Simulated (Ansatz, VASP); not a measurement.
# InAs in VASP and in Ansatz

```
In As
1.0
     0.00000    2.82527    2.82527
     2.82527    0.00000    2.82527
     2.82527    2.82527    0.00000
In As
1 1
Direct
  0.00000 0.00000 0.00000
  0.25000 0.25000 0.25000
```

Alike in both runs: task single point; functional PBEsol; k mesh 14 × 14 × 14; occupations gaussian, width 0.05 eV; no spin polarisation.

|  | VASP | Ansatz |
| --- | --- | --- |
| version | VASP 6.6.1 | Ansatz 0.2.0 |
| potentials or method | VASP PAW PBE potentials, release 64 (In_d, As), cutoff 520 eV | scalar-relativistic, plane waves, PAW |
| valence electrons in the cell | 18 | 28 |

Ansatz gave:

```
gap on the k mesh at the Fermi level (eV) : 0.72
least direct gap on the mesh (eV)         : 0.72
pressure (GPa)                            : 21.0
```

Question: Which values does VASP return?

Answer: gap on the k mesh at the Fermi level (eV): 0.74; least direct gap on the mesh (eV): 0.74; pressure (GPa): 21.2.

VASP's potentials were made for PBE, not for PBEsol. With one functional, cell and mesh, what is left measures potentials, basis and numerics. VASP's potentials hold 18 valence electrons a cell and Ansatz's 28, so a difference there can come from the potentials and not from the codes.
